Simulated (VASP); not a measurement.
# Be (Im-3m) in VASP: single point with PBE

Aim: the single point of Be with PBE.

All numbers are computed with VASP 6.6.1; they aren't measurements. Logs are shortened: lines on timing, memory, paths and dates and some standing lists are left out, and cuts for length are marked.

**1. The cell of the first run**

The structure is cubic, space group Im-3m (No. 229). Conventional cell: a = 2.551 Å, b = 2.551 Å, c = 2.551 Å, α = 90.00°, β = 90.00°, γ = 90.00°. Be (site symmetry m-3m) has 14 Be at 2.21 to 2.55 Å within 2.9 Å.

**2. Single point, PBE**

INCAR reads:

```
SYSTEM = Be
PREC = Accurate ; ENCUT = 520
EDIFF = 1E-6 ; ISMEAR = -1
SIGMA = 0.1 ; LREAL = .False.
LASPH = .True. ; NELM = 60
ALGO = Normal ; ISIF = 2
LWAVE = .False. ; LCHARG = .False.
GGA = PE ; NBANDS = 7
```

KPOINTS reads:

```
Automatic mesh
0
Gamma
  18 18 18
  0 0 0
```

POSCAR reads:

```
Be
1.0
   -1.2756360000      1.2756360000      1.2756360000
    1.2756360000     -1.2756360000      1.2756360000
    1.2756360000      1.2756360000     -1.2756360000
Be
1
Direct
    0.0000000000      0.0000000000      0.0000000000
```

Potentials or basis: VASP PAW PBE potentials, release 64 (Be).

Started as:

```bash
$ cat potpaw_PBE.64/Be/POTCAR > POTCAR
$ mpirun -np 1 vasp_std > vasp.out
```

OUTCAR:

```text
SYSTEM = Be
   PREC = Accurate
   ENCUT = 520
   EDIFF = 1E-6
   ISMEAR = -1
   LREAL = .False.
   LASPH = .True.
   NELM = 60
   ISIF = 2
   GGA = PE

 ion  position               nearest neighbor table
   1  0.000  0.000  0.000-

  LATTYP: Found a body centered cubic cell.
 ALAT       =     2.5512720000

  Lattice vectors:

 A1 = (  -1.2756360000,   1.2756360000,   1.2756360000)
 A2 = (   1.2756360000,  -1.2756360000,   1.2756360000)
 A3 = (   1.2756360000,   1.2756360000,  -1.2756360000)

Analysis of symmetry for initial positions (statically):
=====================================================================
 Subroutine PRICEL returns:
 Original cell was already a primitive cell.

 Routine SETGRP: Setting up the symmetry group for a
 body centered cubic supercell.

 Subroutine GETGRP returns: Found 48 space group operations
 (whereof 48 operations were pure point group operations)
 out of a pool of 48 trial point group operations.

The static configuration has the point symmetry O_h .

Analysis of symmetry for dynamics (positions and initial velocities):
=====================================================================
 Subroutine PRICEL returns:
 Original cell was already a primitive cell.

 Routine SETGRP: Setting up the symmetry group for a
 body centered cubic supercell.

 Subroutine GETGRP returns: Found 48 space group operations
 (whereof 48 operations were pure point group operations)
 out of a pool of 48 trial point group operations.

The dynamic configuration has the point symmetry O_h .

 Subroutine INISYM returns: Found 48 space group operations
 (whereof 48 operations are pure point group operations),
 and found     1 'primitive' translations

----------------------------------------------------------------------------------------

                                     Primitive cell

  volume of cell :       8.3031

  direct lattice vectors                    reciprocal lattice vectors
    -1.275636000  1.275636000  1.275636000     0.000000000  0.391961343  0.391961343
     1.275636000 -1.275636000  1.275636000     0.391961343  0.000000000  0.391961343
     1.275636000  1.275636000 -1.275636000     0.391961343  0.391961343  0.000000000

  length of vectors
     2.209466364  2.209466364  2.209466364     0.554317047  0.554317047  0.554317047

  position of ions in fractional coordinates (direct lattice)
     0.000000000  0.000000000  0.000000000

  ion indices of the primitive-cell ions
   primitive index   ion index
                 1           1

----------------------------------------------------------------------------------------

 KPOINTS: Automatic mesh

Automatic generation of k-mesh.
 Grid dimensions read from file:
 generate k-points for:   18   18   18

 Generating k-lattice:

  Cartesian coordinates                     Fractional coordinates (reciprocal lattice)
     0.000000000  0.021775630  0.021775630     0.055555556  0.000000000  0.000000000
     0.021775630  0.000000000  0.021775630     0.000000000  0.055555556  0.000000000
     0.021775630  0.021775630  0.000000000     0.000000000  0.000000000  0.055555556

  Length of vectors
     0.030795392  0.030795392  0.030795392

  Shift w.r.t. Gamma in fractional coordinates (k-lattice)
     0.000000000  0.000000000  0.000000000

 Subroutine IBZKPT returns following result:
 ===========================================

 Found    195 irreducible k-points:

 Following reciprocal coordinates:
            Coordinates               Weight
  0.000000  0.000000  0.000000      1.000000
  0.055556  0.000000  0.000000     12.000000
  0.111111  0.000000  0.000000     12.000000
  0.166667  0.000000  0.000000     12.000000
  0.222222  0.000000  0.000000     12.000000
  0.277778  0.000000  0.000000     12.000000
[... 16 lines left out ...]
  0.333333  0.111111  0.000000     48.000000
  0.388889  0.111111  0.000000     48.000000
 [... further k-points ...]
   k-points           NKPTS =    195   k-points in BZ     NKDIM =    195   number of bands    NBANDS=      7
   number of dos      NEDOS =    301   number of ions     NIONS =      1
   total plane-waves  NPLWV =   4096
   dimension x,y,z NGX =    16 NGY =   16 NGZ =   16
   dimension x,y,z NGXF=    32 NGYF=   32 NGZF=   32
   ions per type =               1
   NGX,Y,Z   is equivalent  to a cutoff of  12.04, 12.04, 12.04 a.u.
   NGXF,Y,Z  is equivalent  to a cutoff of  24.08, 24.08, 24.08 a.u.
 SYSTEM =  Be
   PREC   = accura    normal or accurate (medium, high low for compatibility)
   ISTART =      0    job   : 0-new  1-cont  2-samecut
   ICHARG =      2    charge: 1-file 2-atom 10-const
   ISPIN  =      1    spin polarized calculation?
   LNONCOLLINEAR =      F non collinear calculations
   LSORBIT =      F    spin-orbit coupling
   LASPH  =      T    aspherical Exc in radial PAW
   ENCUT  =  520.0 eV  38.22 Ry    6.18 a.u.   4.11  4.11  4.11*2*pi/ulx,y,z
   NELM   =     60;   NELMIN=  2; NELMDL= -5     # of ELM steps
   EDIFF  = 0.1E-05   stopping-criterion for ELM
   LREAL  =      F    real-space projection
   EDIFFG = 0.1E-04   stopping-criterion for IOM
   NSW    =      0    number of steps for IOM
   IBRION =     -1    ionic relax: 0-MD 1-quasi-New 2-CG
   NFREE  =      0    steps in history (QN), initial steepest desc. (CG)
   ISIF   =      2    stress and relaxation
   ISYM   =      2    0-nonsym 1-usesym 2-fastsym
   POTIM  = 0.5000    time-step for ionic-motion
   TEBEG  =    0.0;   TEEND  =   0.0 temperature during run
   PSTRESS=    0.0 pullay stress
   NELECT =       2.0000    total number of electrons
   NUPDOWN=      -1.0000    fix difference up-down
   EMIN   =  10.00;   EMAX   =-10.00  energy-range for DOS
   EFERMI =   0.00;   METHOD = LEGACY
   ISMEAR =    -1;   SIGMA  =   0.10  broadening in eV -4-tet -1-fermi 0-gaus
   EFERMI_NEDOS =   21; number of points for ismear=-14 and -15
   IALGO  =     38    algorithm
   IMIX   =      4    mixing-type and parameters
     AMIX     =   0.40;   BMIX     =  1.00
     AMIX_MAG =   1.60;   BMIX_MAG =  1.00
  volume/ion in A,a.u.               =       8.30        56.03
  Fermi-wavevector in a.u.,A,eV,Ry     =   1.018602  1.924880 14.116739  1.037551
  Thomas-Fermi vector in A             =   2.152069
   LORBIT       =      0    0 simple, 1 ext, 2 COOP (PROOUT), +10 PAW based schemes
   GGA     = PE    functional components
   LHFCALC =     F    Hartree Fock is set to
   AEXX    =    0.0000 exact exchange contribution
   IVDW    =     0    specifies the selected vdW correction
   LEPSILON=     F    determine dielectric tensor
   LRPA    =     F    only Hartree local field effects (RPA)
 non-spin polarized calculation
  energy-cutoff  :      520.00
  volume of cell :        8.30
 maximum number of plane-waves:       236
   NGX =  9   NGY =  9   NGZ =  9

 number of electron       2.0000000 magnetization

 Free energy of the ion-electron system (eV)
  ---------------------------------------------------
  ext. energy  EPLUGINS =         0.00000000
  ---------------------------------------------------
  free energy    TOTEN  =        -3.65859236 eV

  energy without entropy =       -3.65296606  energy(sigma->0) =       -3.65577921

 E-fermi :   7.4685     XC(G=0): -10.4527

 val. band max:        7.4362370480   @ k =   0.2778   0.2778   0.1111
 cond. band min:       7.4791285328   @ k =  -0.3889  -0.3889   0.0556
 fundamental gap:      0.0428914848
 Fermi energy:         7.4684798755

 k-point     1 :       0.0000    0.0000    0.0000
  band No.  band energies     occupation
      1      -4.4528      2.00000
      2      25.9709      0.00000
      3      25.9709      0.00000
      4      25.9709      0.00000
      5      37.1303      0.00000
      6      37.1303      0.00000
      7      37.1303      0.00000

 k-point     2 :       0.0556    0.0000    0.0000
  band No.  band energies     occupation
      1      -4.3466      2.00000
      2      25.4620      0.00000
      3      25.5591      0.00000
      4      25.8522      0.00000
      5      35.7480      0.00000
      6      35.8972      0.00000
      7      37.8163      0.00000

 k-point     3 :       0.1111    0.0000    0.0000
  band No.  band energies     occupation
      1      -4.0278      2.00000
      2      23.9037      0.00000
      3      24.5604      0.00000
      4      25.5069      0.00000
      5      33.6399      0.00000
      6      33.9965      0.00000
      7      37.6344      0.00000

 k-point     4 :       0.1667    0.0000    0.0000
  band No.  band energies     occupation
      1      -3.4966      2.00000
      2      21.4738      0.00000
      3      23.3544      0.00000
      4      24.9771      0.00000
      5      32.2305      0.00000
      6      32.4367      0.00000
      7      37.3170      0.00000

 k-point     5 :       0.2222    0.0000    0.0000
  band No.  band energies     occupation
      1      -2.7544      2.00000
      2      18.6274      0.00000
      3      22.1760      0.00000
      4      24.3420      0.00000
      5      30.7057      0.00000
      6      31.9420      0.00000
      7      37.5386      0.00000

 k-point     6 :       0.2778    0.0000    0.0000
  band No.  band energies     occupation
      1      -1.8068      2.00000
      2      15.7296      0.00000
      3      21.1397      0.00000
      4      23.6957      0.00000
      5      29.4475      0.00000
      6      31.8631      0.00000
      7      38.2183      0.00000

 k-point     7 :       0.3333    0.0000    0.0000
  band No.  band energies     occupation
      1      -0.6708      2.00000
      2      12.9806      0.00000
      3      20.3010      0.00000
      4      23.1200      0.00000
      5      28.4647      0.00000
      6      32.0167      0.00000
      7      39.2585      0.00000

 k-point     8 :       0.3889    0.0000    0.0000
  band No.  band energies     occupation
      1       0.6021      2.00000
      2      10.5174      0.00000
      3      19.6880      0.00000
      4      22.6733      0.00000
      5      27.7610      0.00000
      6      32.2684      0.00000
      7      40.5302      0.00000

 k-point     9 :       0.4444    0.0000    0.0000
  band No.  band energies     occupation
      1       1.8385      2.00000
      2       8.5545      0.00004
      3      19.3155      0.00000
      4      22.3924      0.00000
      5      27.3383      0.00000
      6      32.4928      0.00000
      7      41.7749      0.00000

 k-point    10 :       0.5000    0.0000    0.0000
  band No.  band energies     occupation
      1       2.4609      2.00000
      2       7.6881      0.20027
      3      19.1905      0.00000
      4      22.2966      0.00000
      5      27.1973      0.00000
      6      32.5826      0.00000
      7      42.3748      0.00000

 k-point    11 :       0.0556    0.0556    0.0000
  band No.  band energies     occupation
      1      -4.1341      2.00000
      2      24.5191      0.00000
      3      24.8783      0.00000
      4      25.4733      0.00000
      5      34.1632      0.00000
      6      34.5421      0.00000
      7      37.5377      0.00000
[... 51 lines left out ...]
 k-point    17 :       0.3889    0.0556   -0.0000
  band No.  band energies     occupation
      1       1.3374      2.00000
      2       9.4828      0.00000
      3      19.1179      0.00000
      4      21.7506      0.00000
      5      28.6145      0.00000
      6      32.5337      0.00000
      7      41.1544      0.00000

 k-point    18 :       0.4444    0.0556    0.0000
  band No.  band energies     occupation
      1       2.3878      2.00000
      2       7.9463      0.01669
      3      18.8746      0.00000
      4      21.5421      0.00000
      5      28.3632      0.00000
      6      32.7267      0.00000
      7      42.2364      0.00000

 k-point    19 :       0.1111    0.1111    0.0000
  band No.  band energies     occupation
      1      -3.1772      2.00000
      2      21.4018      0.00000
      3      21.5785      0.00000
      4      23.9973      0.00000
      5      32.1360      0.00000
      6      32.6982      0.00000
      7      37.4024      0.00000

 k-point    20 :       0.1667    0.1111    0.0000
  band No.  band energies     occupation
      1      -2.4337      2.00000
      2      18.7055      0.00000
      3      20.3943      0.00000
      4      23.1162      0.00000
      5      31.9098      0.00000
      6      32.2782      0.00000
      7      37.7934      0.00000

 k-point    21 :       0.2222    0.1111   -0.0000
  band No.  band energies     occupation
      1      -1.4828      2.00000
      2      15.8469      0.00000
      3      19.4094      0.00000
      4      22.2985      0.00000
      5      31.7143      0.00000
      6      32.0639      0.00000
      7      38.4789      0.00000

 k-point    22 :       0.2778    0.1111    0.0000
  band No.  band energies     occupation
      1      -0.3395      2.00000
      2      13.1122      0.00000
      3      18.6178      0.00000
      4      21.6046      0.00000
      5      31.2071      0.00000
      6      32.3750      0.00000
      7      39.4207      0.00000

 k-point    23 :       0.3333    0.1111    0.0000
  band No.  band energies     occupation
      1       0.9496      2.00000
      2      10.6452      0.00000
      3      18.0404      0.00000
      4      21.0814      0.00000
      5      30.7758      0.00000
      6      32.8015      0.00000
      7      40.5291      0.00000

 k-point    24 :       0.3889    0.1111    0.0000
  band No.  band energies     occupation
      1       2.2198      2.00000
      2       8.6550      0.00001
      3      17.6896      0.00000
      4      20.7575      0.00000
      5      30.4955      0.00000
      6      33.1750      0.00000
      7      41.6859      0.00000

 [... further k-points ...]
[... 5 lines left out ...]
  --------------------------------------------------------------------------------------
  -------------------------------------------------------------------------------------
  Total       -0.3386579     -0.3386579     -0.3386579      0.0000000      0.0000000     -0.0000000
  in kB      -65.3478761    -65.3478761    -65.3478761      0.0000000      0.0000000     -0.0000000
  external PRESSURE =     -65.3478761 kB  Pullay stress =       0.0000000 kB

 VOLUME and BASIS-vectors are now :
 -----------------------------------------------------------------------------
  energy-cutoff  :      520.00
  volume of cell :        8.30
      direct lattice vectors                 reciprocal lattice vectors
    -1.275636000  1.275636000  1.275636000     0.000000000  0.391961343  0.391961343
     1.275636000 -1.275636000  1.275636000     0.391961343  0.000000000  0.391961343
     1.275636000  1.275636000 -1.275636000     0.391961343  0.391961343  0.000000000

 POSITION                                       TOTAL-FORCE (eV/Angst)
 -----------------------------------------------------------------------------------
      0.00000      0.00000      0.00000        -0.000000      0.000000     -0.000000
 -----------------------------------------------------------------------------------
    total drift:                               -0.000000     -0.000000      0.000000

  FREE ENERGIE OF THE ION-ELECTRON SYSTEM (eV)
  ---------------------------------------------------
  free  energy   TOTEN  =        -3.6585923598 eV

  energy  without entropy=       -3.6529660607  energy(sigma->0) =       -3.65577921
```

Run time: 5.9 s. Hardware: 1 thread of Intel Xeon Platinum 8259CL at 2.50GHz (Skylake/Cascade Lake), shared host; peak memory 0.11 GiB.

What came out:

* Free energy: -3.6586 eV
* Pressure: -6.5 GPa
* Band gap on the k mesh: zero (band 1 reaches 11.27 eV, above the bottom of band 2 at 6.18 eV)

Levels at points of the mesh, in eV from the Fermi level:
```tsv
k point	band 1	band 2	band 3	band 4	band 5	band 6
(0.00, 0.00, 0.00)	-11.92	18.50	18.50	18.50	29.66	29.66
(0.50, 0.00, 0.00)	-5.01	0.22	11.72	14.83	19.73	25.11
(0.50, 0.50, 0.50)	3.80	3.80	3.80	9.55	9.55	17.17
```
